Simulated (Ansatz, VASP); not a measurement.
**Two plane-wave programs on CF2**

```
C F
1.0
    15.00000    0.00000    0.00000
     0.00000   15.50000    0.00000
     0.00000    0.00000   16.00000
C F
1 2
Cartesian
  7.4916 7.7406 7.4677
  8.5347 7.7712 8.2496
  6.4736 7.7382 8.2827
```

Alike in both runs: functional r2SCAN; k mesh 1 × 1 × 1; occupations gaussian, width 0.005 eV; no spin polarisation.

Ansatz relaxed the structure, and its values are those at the end. VASP's run is a single point on that final structure, the one shown.

```csv
,VASP,Ansatz
version,VASP 6.6.1,Ansatz 0.2.0
potentials or method,"VASP PAW PBE potentials, release 64 (C, F), cutoff 520 eV","scalar-relativistic, plane waves, PAW"
valence electrons in the cell,18,18
```

```csv
,VASP,Ansatz,Ansatz less VASP
gap on the k mesh at the Fermi level (eV),4.26,4.27,+0.012
rms of the force components (eV/Å),0.406,0.001,-0.4046
```

VASP's potentials were made for PBE, not for r2SCAN. One of these differences is far larger than is usual between the two programs; its cause wasn't traced.
